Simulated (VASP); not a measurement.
# GaN: single point with PBEsol

GaN:

```
Ga N
1.0
     0.00000    2.25350    2.25350
     2.25350    0.00000    2.25350
     2.25350    2.25350    0.00000
Ga N
1 1
Direct
  0.00000 0.00000 0.00000
  0.75000 0.75000 0.75000
```

```json
{"Program": "VASP 6.6.1", "Task": "single point", "Functional": "PBEsol", "Potentials or basis": "VASP PAW PBE potentials, release 64 (Ga_d, N)", "Cutoff": "600 eV", "k mesh": "6 × 6 × 6", "Occupations": "gaussian, width 0.01 eV", "Spin": "no spin polarisation", "Dipole correction": "no", "Further INCAR settings": "ALGO = Normal; EDIFF = 1e-06; NBANDS = 16"}
```

- Pressure: -1.5 GPa
- Band gap on the k mesh: 1.68 eV, direct

Levels at points of the mesh, in eV from the valence-band top:
| k point | band 6 | band 7 | band 8 | band 9 | band 10 | band 11 | band 12 | band 13 |
| --- | --- | --- | --- | --- | --- | --- | --- | --- |
| (0.00, 0.00, 0.00) | -13.08 | 0.00 | 0.00 | 0.00 | 1.68 | 10.20 | 10.20 | 10.20 |
| (0.50, 0.00, 0.00) | -11.83 | -7.12 | -0.98 | -0.98 | 4.56 | 8.63 | 10.26 | 10.26 |
| (0.50, 0.50, 0.00) | -11.40 | -6.18 | -2.74 | -2.74 | 3.22 | 6.56 | 11.57 | 13.88 |

It took 12 s on 1 thread of Intel(R) Xeon(R) 6975P-C (Granite Rapids), with other jobs on the host, peak memory 0.15 GiB.

Caveat: the PAW data sets were made with another functional, which shifts forces and pressure a little. A hybrid or GW would open this gap; PBEsol tends to underestimate it.
